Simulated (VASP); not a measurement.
# GaO (P6_3/mmc) in VASP: notebook

GaO is run at these levels: PBE; tasks: single point.

Program: VASP 6.6.1. These are calculated values, not measurements. Logs are shortened: lines on timing, memory, paths and dates and some standing lists are left out, and cuts for length are marked.

## 1. The cell of the first run

Symmetry: P6_3/mmc, No. 194, hexagonal system. Conventional cell: a = 3.061 Å, b = 3.061 Å, c = 11.535 Å, α = 90.00°, β = 90.00°, γ = 120.00°. Ga (site symmetry 3m) has 3 O at 1.90 Å and 1 Ga at 2.41 Å within 2.5 Å. Within 2.5 Å of O (site symmetry 3m) lie 3 Ga at 1.90 Å.

## 2. Single point, PBE

File INCAR:

```
ALGO = Normal
EDIFF = 1E-6
ENCUT = 520
GGA = PE
ISIF = 2
ISMEAR = 0
LASPH = T
LCHARG = F
LREAL = F
LWAVE = F
NBANDS = 48
NELM = 60
PREC = Accurate
SIGMA = 0.01
```

File KPOINTS:

```
k-points
0
Gamma
  12 12 4
```

File POSCAR:

```
GaO
1.0
    3.0605222826      0.0000000000      0.0000000000
   -1.5302611413      2.6504900456      0.0000000000
    0.0000000000      0.0000000000     11.5353306146
Ga O
4 4
Direct
    0.3333333333      0.6666666667      0.1455196706
    0.6666666667      0.3333333333      0.6455196706
    0.3333333333      0.6666666667      0.3544803294
    0.6666666667      0.3333333333      0.8544803294
    0.3333333333      0.6666666667      0.5858601836
    0.6666666667      0.3333333333      0.0858601836
    0.3333333333      0.6666666667      0.9141398164
    0.6666666667      0.3333333333      0.4141398164
```

Potentials or basis: VASP PAW PBE potentials, release 64 (Ga_d, O).

Command:

```bash
$ cat potpaw_PBE.64/Ga_d/POTCAR potpaw_PBE.64/O/POTCAR > POTCAR
$ mpirun -np 1 vasp_std > vasp.out
```

OUTCAR:

```text
EDIFF = 1E-6
   ENCUT = 520
   GGA = PE
   ISIF = 2
   ISMEAR = 0
   LASPH = T
   LREAL = F
   NELM = 60
   PREC = Accurate

 ion  position               nearest neighbor table
   1  0.333  0.667  0.146-   6 1.90   6 1.90   6 1.90   3 2.41
   2  0.667  0.333  0.646-   5 1.90   5 1.90   5 1.90   4 2.41
   3  0.333  0.667  0.354-   8 1.90   8 1.90   8 1.90   1 2.41
   4  0.667  0.333  0.854-   7 1.90   7 1.90   7 1.90   2 2.41
   5  0.333  0.667  0.586-   2 1.90   2 1.90   2 1.90
   6  0.667  0.333  0.086-   1 1.90   1 1.90   1 1.90
   7  0.333  0.667  0.914-   4 1.90   4 1.90   4 1.90
   8  0.667  0.333  0.414-   3 1.90   3 1.90   3 1.90

  LATTYP: Found a hexagonal cell.
 ALAT       =     3.0605222826
 C/A-ratio  =     3.7690725796

  Lattice vectors:

 A1 = (   3.0605222826,   0.0000000000,   0.0000000000)
 A2 = (  -1.5302611413,   2.6504900456,   0.0000000000)
 A3 = (   0.0000000000,   0.0000000000,  11.5353306146)

Analysis of symmetry for initial positions (statically):
=====================================================================
 Subroutine PRICEL returns:
 Original cell was already a primitive cell.

 Routine SETGRP: Setting up the symmetry group for a
 hexagonal supercell.

 Subroutine GETGRP returns: Found 24 space group operations
 (whereof 12 operations were pure point group operations)
 out of a pool of 24 trial point group operations.

The static configuration has the point symmetry D_3d.
 The point group associated with its full space group is D_6h.

Analysis of symmetry for dynamics (positions and initial velocities):
=====================================================================
 Subroutine PRICEL returns:
 Original cell was already a primitive cell.

 Routine SETGRP: Setting up the symmetry group for a
 hexagonal supercell.

 Subroutine GETGRP returns: Found 24 space group operations
 (whereof 12 operations were pure point group operations)
 out of a pool of 24 trial point group operations.

The dynamic configuration has the point symmetry D_3d.
 The point group associated with its full space group is D_6h.

 Subroutine INISYM returns: Found 24 space group operations
 (whereof 12 operations are pure point group operations),
 and found     1 'primitive' translations

----------------------------------------------------------------------------------------

                                     Primitive cell

  volume of cell :      93.5733

  direct lattice vectors                    reciprocal lattice vectors
     3.060522283  0.000000000  0.000000000     0.326741617  0.188644361  0.000000000
    -1.530261141  2.650490046  0.000000000     0.000000000  0.377288721  0.000000000
     0.000000000  0.000000000 11.535330615     0.000000000  0.000000000  0.086690190

  length of vectors
     3.060522283  3.060522283 11.535330615     0.377288721  0.377288721  0.086690190

  position of ions in fractional coordinates (direct lattice)
     0.333333333  0.666666667  0.145519671
     0.666666667  0.333333333  0.645519671
     0.333333333  0.666666667  0.354480329
     0.666666667  0.333333333  0.854480329
     0.333333333  0.666666667  0.585860184
     0.666666667  0.333333333  0.085860184
     0.333333333  0.666666667  0.914139816
     0.666666667  0.333333333  0.414139816

  ion indices of the primitive-cell ions
   primitive index   ion index
                 1           1
                 2           2
                 3           3
                 4           4
                 5           5
                 6           6
                 7           7
                 8           8

----------------------------------------------------------------------------------------

 KPOINTS: k-points

Automatic generation of k-mesh.
 Grid dimensions read from file:
 generate k-points for:   12   12    4

 Generating k-lattice:

  Cartesian coordinates                     Fractional coordinates (reciprocal lattice)
     0.027228468  0.015720363  0.000000000     0.083333333 -0.000000000  0.000000000
     0.000000000  0.031440727  0.000000000     0.000000000  0.083333333  0.000000000
     0.000000000  0.000000000  0.021672547     0.000000000  0.000000000  0.250000000

  Length of vectors
     0.031440727  0.031440727  0.021672547

  Shift w.r.t. Gamma in fractional coordinates (k-lattice)
     0.000000000  0.000000000  0.000000000

 Subroutine IBZKPT returns following result:
 ===========================================

 Found     57 irreducible k-points:

 Following reciprocal coordinates:
            Coordinates               Weight
  0.000000  0.000000  0.000000      1.000000
  0.083333 -0.000000  0.000000      6.000000
  0.166667  0.000000  0.000000      6.000000
  0.250000  0.000000  0.000000      6.000000
  0.333333  0.000000  0.000000      6.000000
  0.416667 -0.000000  0.000000      6.000000
[... 16 lines left out ...]
  0.250000  0.000000  0.250000     12.000000
  0.333333  0.000000  0.250000     12.000000
 [... further k-points ...]
   k-points           NKPTS =     57   k-points in BZ     NKDIM =     57   number of bands    NBANDS=     48
   number of dos      NEDOS =    301   number of ions     NIONS =      8
   total plane-waves  NPLWV =  51840
   dimension x,y,z NGX =    24 NGY =   24 NGZ =   90
   dimension x,y,z NGXF=    48 NGYF=   48 NGZF=  180
   ions per type =               4   4
   NGX,Y,Z   is equivalent  to a cutoff of  13.04, 13.04, 12.97 a.u.
   NGXF,Y,Z  is equivalent  to a cutoff of  26.07, 26.07, 25.94 a.u.
 SYSTEM =  unknown system
   PREC   = accura    normal or accurate (medium, high low for compatibility)
   ISTART =      0    job   : 0-new  1-cont  2-samecut
   ICHARG =      2    charge: 1-file 2-atom 10-const
   ISPIN  =      1    spin polarized calculation?
   LNONCOLLINEAR =      F non collinear calculations
   LSORBIT =      F    spin-orbit coupling
   LASPH  =      T    aspherical Exc in radial PAW
   ENCUT  =  520.0 eV  38.22 Ry    6.18 a.u.   5.69  5.69 21.45*2*pi/ulx,y,z
   NELM   =     60;   NELMIN=  2; NELMDL= -5     # of ELM steps
   EDIFF  = 0.1E-05   stopping-criterion for ELM
   LREAL  =      F    real-space projection
   EDIFFG = 0.1E-04   stopping-criterion for IOM
   NSW    =      0    number of steps for IOM
   IBRION =     -1    ionic relax: 0-MD 1-quasi-New 2-CG
   NFREE  =      0    steps in history (QN), initial steepest desc. (CG)
   ISIF   =      2    stress and relaxation
   ISYM   =      2    0-nonsym 1-usesym 2-fastsym
   POTIM  = 0.5000    time-step for ionic-motion
   TEBEG  =    0.0;   TEEND  =   0.0 temperature during run
   PSTRESS=    0.0 pullay stress
   NELECT =      76.0000    total number of electrons
   NUPDOWN=      -1.0000    fix difference up-down
   EMIN   =  10.00;   EMAX   =-10.00  energy-range for DOS
   EFERMI =   0.00;   METHOD = LEGACY
   ISMEAR =     0;   SIGMA  =   0.01  broadening in eV -4-tet -1-fermi 0-gaus
   EFERMI_NEDOS =   21; number of points for ismear=-14 and -15
   IALGO  =     38    algorithm
   IMIX   =      4    mixing-type and parameters
     AMIX     =   0.40;   BMIX     =  1.00
     AMIX_MAG =   1.60;   BMIX_MAG =  1.00
  volume/ion in A,a.u.               =      11.70        78.93
  Fermi-wavevector in a.u.,A,eV,Ry     =   1.527433  2.886429 31.743084  2.333051
  Thomas-Fermi vector in A             =   2.635330
   LORBIT       =      0    0 simple, 1 ext, 2 COOP (PROOUT), +10 PAW based schemes
   GGA     = PE    functional components
   LHFCALC =     F    Hartree Fock is set to
   AEXX    =    0.0000 exact exchange contribution
   IVDW    =     0    specifies the selected vdW correction
   LEPSILON=     F    determine dielectric tensor
   LRPA    =     F    only Hartree local field effects (RPA)
 non-spin polarized calculation
 Gauss-broadening in eV      SIGMA  =   0.01
  energy-cutoff  :      520.00
  volume of cell :       93.57
 maximum number of plane-waves:      2551
 NGX is ok and might be reduce to    24
   NGX = 11   NGY = 11   NGZ = 43

 number of electron      75.9999954 magnetization

 Free energy of the ion-electron system (eV)
  ---------------------------------------------------
  ext. energy  EPLUGINS =         0.00000000
  ---------------------------------------------------
  free energy    TOTEN  =       -42.30142926 eV

  energy without entropy =      -42.30142926  energy(sigma->0) =      -42.30142926

 E-fermi :   5.4110     XC(G=0): -11.4996

 val. band max:        5.2768763423   @ k =   0.0000   0.0000   0.0000
 cond. band min:       6.2849437338   @ k =   0.0000   0.0000   0.0000
 fundamental gap:      1.0080673915
 Fermi energy:         5.4109835098

 k-point     1 :       0.0000    0.0000    0.0000
  band No.  band energies     occupation
      1     -14.7737      2.00000
      2     -14.6906      2.00000
      3     -14.0319      2.00000
      4     -13.9330      2.00000
      5      -8.9639      2.00000
      6      -8.9639      2.00000
[... 40 lines left out ...]
     47      15.5073      0.00000
     48      15.5583      0.00000

 k-point     2 :       0.0833   -0.0000    0.0000
  band No.  band energies     occupation
      1     -14.7213      2.00000
      2     -14.6414      2.00000
      3     -13.9971      2.00000
      4     -13.9032      2.00000
      5      -8.9604      2.00000
      6      -8.9588      2.00000
[... 40 lines left out ...]
     47      15.4569      0.00000
     48      15.5581      0.00000

 k-point     3 :       0.1667    0.0000    0.0000
  band No.  band energies     occupation
      1     -14.5752      2.00000
      2     -14.5040      2.00000
      3     -13.9056      2.00000
      4     -13.8248      2.00000
      5      -8.9528      2.00000
      6      -8.9427      2.00000
[... 40 lines left out ...]
     47      15.2923      0.00000
     48      15.3807      0.00000

 k-point     4 :       0.2500    0.0000    0.0000
  band No.  band energies     occupation
      1     -14.3662      2.00000
      2     -14.3073      2.00000
      3     -13.7908      2.00000
      4     -13.7270      2.00000
      5      -8.9310      2.00000
      6      -8.9096      2.00000
[... 958 lines left out ...]
     47      15.2393      0.00000
     48      15.4612      0.00000

 k-point    23 :       0.2500    0.0000    0.2500
  band No.  band energies     occupation
      1     -14.3583      2.00000
      2     -14.3168      2.00000
      3     -13.7805      2.00000
      4     -13.7355      2.00000
      5      -8.9270      2.00000
      6      -8.9119      2.00000
[... 40 lines left out ...]
     47      14.8839      0.00000
     48      15.0058      0.00000

 k-point    24 :       0.3333    0.0000    0.2500
  band No.  band energies     occupation
      1     -14.1353      2.00000
      2     -14.1024      2.00000
      3     -13.6869      2.00000
      4     -13.6529      2.00000
      5      -8.9070      2.00000
      6      -8.8869      2.00000
[... 40 lines left out ...]
     47      14.7257      0.00000
     48      14.7598      0.00000

 [... further k-points ...]

------------------------ aborting loop because EDIFF is reached ----------------------------------------

  FORCE on cell =-STRESS in cart. coord.  units (eV):
  Direction    XX          YY          ZZ          XY          YZ          ZX
  --------------------------------------------------------------------------------------
  -------------------------------------------------------------------------------------
  Total        9.2060891      9.2060891      8.7672379      0.0000000      0.0000000      0.0000000
  in kB      157.6282251    157.6282251    150.1141404      0.0000000      0.0000000      0.0000000
  external PRESSURE =     155.1235302 kB  Pullay stress =       0.0000000 kB

 VOLUME and BASIS-vectors are now :
 -----------------------------------------------------------------------------
  energy-cutoff  :      520.00
  volume of cell :       93.57
      direct lattice vectors                 reciprocal lattice vectors
     3.060522283  0.000000000  0.000000000     0.326741617  0.188644361  0.000000000
    -1.530261141  2.650490046  0.000000000     0.000000000  0.377288721  0.000000000
     0.000000000  0.000000000 11.535330615     0.000000000  0.000000000  0.086690190

 POSITION                                       TOTAL-FORCE (eV/Angst)
 -----------------------------------------------------------------------------------
     -0.00000      1.76699      1.67862         0.000000     -0.000000      0.039253
      1.53026      0.88350      7.44628        -0.000000      0.000000      0.039253
     -0.00000      1.76699      4.08905         0.000000     -0.000000     -0.039253
      1.53026      0.88350      9.85671        -0.000000      0.000000     -0.039253
     -0.00000      1.76699      6.75809         0.000000      0.000000     -0.046395
      1.53026      0.88350      0.99043        -0.000000     -0.000000     -0.046395
     -0.00000      1.76699     10.54491         0.000000      0.000000      0.046395
      1.53026      0.88350      4.77724        -0.000000     -0.000000      0.046395
 -----------------------------------------------------------------------------------
    total drift:                               -0.000000     -0.000000      0.000000

  FREE ENERGIE OF THE ION-ELECTRON SYSTEM (eV)
  ---------------------------------------------------
  free  energy   TOTEN  =       -42.3014292604 eV

  energy  without entropy=      -42.3014292604  energy(sigma->0) =      -42.30142926
```

Run time: 2.6 min. Hardware: 1 thread of Intel Xeon 6975P-C (Granite Rapids), shared host; peak memory 0.32 GiB.

Results:

| Property | Result |
| --- | --- |
| Free energy | -42.3014 eV |
| Pressure | 15.5 GPa |
| Largest force | 0.046 eV/Å |
| Band gap on the k mesh | 1.01 eV |

Forces in eV/Å, atoms in the order of the input:
```
Ga   0.000  0.000  0.039
Ga   0.000  0.000  0.039
Ga   0.000  0.000 -0.039
Ga   0.000  0.000 -0.039
O    0.000  0.000 -0.046
O    0.000  0.000 -0.046
O    0.000  0.000  0.046
O    0.000  0.000  0.046
```

Caveat: the cell stands under pressure. A k mesh can miss the band edges.

## 3. Single point, PBE

This run uses another cell than the first one, of 14.05 Å³/atom.

File INCAR:

```
SYSTEM = GaO
  PREC = Accurate
  ENCUT = 520
  EDIFF = 1E-6
  ISMEAR = 0
  SIGMA = 0.1
  LREAL = .False.
  LASPH = .True.
  NELM = 80
  ALGO = Normal
  ISIF = 2
  LWAVE = .False.
  LCHARG = .False.
  GGA = PE
  NBANDS = 48
```

File KPOINTS:

```
Automatic mesh
0
Gamma
  6 6 2
  0 0 0
```

File POSCAR:

```
GaO
1.0
    3.1071883776      0.0000000000      0.0000000000
   -1.5535941888      2.6909040693      0.0000000000
    0.0000000000      0.0000000000     13.4386503457
Ga O
4 4
Direct
    0.3333333333      0.6666666667      0.1568904590
    0.6666666667      0.3333333333      0.6568904590
    0.3333333333      0.6666666667      0.3431095410
    0.6666666667      0.3333333333      0.8431095410
    0.3333333333      0.6666666667      0.6030633199
    0.6666666667      0.3333333333      0.1030633199
    0.3333333333      0.6666666667      0.8969366801
    0.6666666667      0.3333333333      0.3969366801
```

Potentials or basis: VASP PAW PBE potentials, release 64 (Ga_d, O).

Command:

```bash
$ cat potpaw_PBE.64/Ga_d/POTCAR potpaw_PBE.64/O/POTCAR > POTCAR
$ mpirun -np 1 vasp_std > vasp.out
```

It took 2.5 min on 1 thread of AMD EPYC 7R13, shared host; peak memory 0.21 GiB.

It converged, with:

```
Free energy            : -42.9502 eV
Pressure               : 0.7 GPa
Largest force          : 0.049 eV/Å
Band gap on the k mesh : 1.09 eV (least direct gap 1.18 eV)
```

Forces in eV/Å, atoms in the order of the input:
```
Ga   0.000  0.000  0.044
Ga   0.000  0.000  0.044
Ga   0.000  0.000 -0.044
Ga   0.000  0.000 -0.044
O    0.000  0.000 -0.049
O    0.000  0.000 -0.049
O    0.000  0.000  0.049
O    0.000  0.000  0.049
```

Stress tensor (GPa, compression positive):
```
0.85 0.00 0.00
0.00 0.85 0.00
0.00 0.00 0.53
```

Levels at points of the mesh, in eV from the valence-band top:
| k point | band 34 | band 35 | band 36 | band 37 | band 38 | band 39 | band 40 | band 41 | band 42 | band 43 |
| --- | --- | --- | --- | --- | --- | --- | --- | --- | --- | --- |
| (0.00, 0.00, 0.00) | -2.09 | -2.05 | -2.05 | -1.23 | -0.09 | 1.09 | 2.05 | 4.39 | 4.69 | 8.81 |
| (0.50, 0.00, 0.00) | -3.03 | -2.45 | -2.23 | -0.51 | -0.22 | 2.62 | 2.98 | 5.27 | 5.31 | 6.58 |
| (0.00, 0.00, 0.50) | -2.07 | -2.07 | -2.07 | -0.70 | -0.70 | 1.64 | 1.64 | 4.55 | 4.55 | 9.11 |
| (0.50, 0.00, 0.50) | -3.06 | -2.33 | -2.33 | -0.36 | -0.36 | 2.79 | 2.79 | 5.31 | 5.31 | 6.64 |

(Continued in part 2 of 2.)
